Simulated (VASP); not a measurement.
Here is a VASP 6.6.1 calculation.

File INCAR:

```
SYSTEM = BaTiO3
PREC = Accurate
ENCUT = 520
EDIFF = 1E-8
ISMEAR = 0
SIGMA = 0.01
LREAL = .FALSE.
LASPH = .TRUE.
NELM = 150
ALGO = Normal
ISIF = 2
LWAVE = .FALSE.
LCHARG = .FALSE.
LMAXMIX = 4
LDAU = .TRUE.
LDAUTYPE = 2
LDAUL = -1 2 -1
LDAUU = 0 4 0
LDAUJ = 0 0 0
LDAUPRINT = 1
GGA = PE
IBRION = 6
NFREE = 2
POTIM = 0.015
NSW = 1
```

KPOINTS

```
Automatic mesh
0
G
  6 6 6
  0 0 0
```

Contents of POSCAR:

```
BaTiO3
1.0
    2.8603720851      1.6514365933      2.3460535783
   -2.8603720851      1.6514365933      2.3460535783
    0.0000000000     -3.3028731867      2.3460535783
Ba Ti O
1 1 3
Direct
    0.0026800181      0.0026800181      0.0026800181
    0.5127992509      0.5127992509      0.5127992509
    0.4903227049      0.4903227049      0.9825753212
    0.4903227049      0.9825753212      0.4903227049
    0.9825753212      0.4903227049      0.4903227049
```

Potentials or basis: VASP PAW PBE potentials, release 64 (Ba_sv, Ti_sv, O).

Command:

```console
$ cat potpaw_PBE.64/Ba_sv/POTCAR potpaw_PBE.64/Ti_sv/POTCAR potpaw_PBE.64/O/POTCAR > POTCAR
$ mpirun -np 1 vasp_std > vasp.out
```

Task: Estimate the highest phonon frequency at Γ, LO-TO splitting left out.

Result: 536 cm⁻¹.

Phonon frequencies in cm⁻¹ (negative: imaginary):
| q point | frequencies |
| --- | --- |
| (0.000, 0.000, 0.000) | 0 0 0 167 167 168 276 276 276 289 289 293 492 492 536 |

Caveat: the cell stands under pressure or tension, which shifts response properties.
